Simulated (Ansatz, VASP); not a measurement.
## One calculation of Be, two programs

File INCAR:

```
SYSTEM = Be
PREC = Accurate ; ENCUT = 520
EDIFF = 1E-8 ; ISMEAR = -1
SIGMA = 0.03 ; LREAL = .False.
LASPH = .True. ; NELM = 100
ALGO = Normal ; ISIF = 2
LWAVE = .False. ; LCHARG = .False.
GGA = PE ; LEFG = .True.
NBANDS = 7
```

KPOINTS

```
regular mesh
0
Gamma
  23 23 23
  0 0 0
```

File POSCAR:

```
Be
1.0
   -1.2280585323      1.2280585323      1.2531209513
    1.2280585323     -1.2280585323      1.2531209513
    1.2280585323      1.2280585323     -1.2531209513
Be
1
Direct
    0.0000000000      0.0000000000      0.0000000000
```

Input for Ansatz:

```yaml
crystal:
  lattice:
    - [-1.2280585323, 1.2280585323, 1.2531209513]
    - [1.2280585323, -1.2280585323, 1.2531209513]
    - [1.2280585323, 1.2280585323, -1.2531209513]
  atoms:
    - { symbol: Be, position: [0.0, 0.0, 0.0] }
kpoints:
  mp_grid: { grid: [23, 23, 23] }
scf:
  occupations: { method: fermi_dirac, width: 0.03 }
hamiltonian:
  xc: pbe
  pseudopotentials: { kind: paw }
output:
  forces: true
  stress: true
  eigenvalues: true
  efg: { contact_densities: true }
```

Change from the starting cell: equal xx and yy strain of -2 %, PAW files.

Alike in both runs: task electric field gradients; functional PBE; k mesh 23 × 23 × 23; occupations fermi-dirac, width 0.03 eV; no spin polarisation.

```csv
,VASP,Ansatz
version,VASP 6.6.1,Ansatz 0.2.0
potentials or method,"VASP PAW PBE potentials, release 64 (Be)","PAW with Ansatz's default frozen-core files, scalar-relativistic"
plane-wave cutoff (eV),520,420
valence electrons in the cell,2,2
```

|  | VASP | Ansatz | Ansatz less VASP |
| --- | --- | --- | --- |
| pressure (GPa) | 4.6 | 4.4 | -0.18 |
| traceless stress, the component that is largest in VASP (GPa) | 0.57 | 0.57 | +0.001 |
| size of Vzz on the site where it differs most (V/Å²) | 0.1 | 0.1 | -0.03 |

With one functional, cell and mesh, what is left measures potentials, basis and numerics.
